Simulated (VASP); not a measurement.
Si:

```
Si
1.0
     0.00000    2.68506    2.68506
     2.68506    0.00000    2.68506
     2.68506    2.68506    0.00000
Si
2
Direct
  0.50000 0.50000 0.50000
  0.75000 0.75000 0.75000
```

Base run:

- Program: VASP 6.6.1
- Functional: PBE
- Dispersion: D3(BJ)
- Potentials or basis: VASP PAW PBE potentials, release 64 (Si)
- Cutoff: 520 eV
- k mesh: 8 × 8 × 8
- Occupations: fermi-dirac, width 0.05 eV
- Spin: no spin polarisation

Its results: band gap on the k mesh 0.56 eV, indirect (least direct gap 2.58 eV); pressure 2.7 GPa.

Problem. The run is repeated on the same cell with these changes: functional from PBE to revPBE. What comes out?

Solution. Band gap on the k mesh 0.59 eV, indirect (least direct gap 2.58 eV); pressure 1.1 GPa.

Caveats: the PAW data sets were made with another functional, which shifts forces and pressure a little (some runs).

A k mesh can miss the band edges.
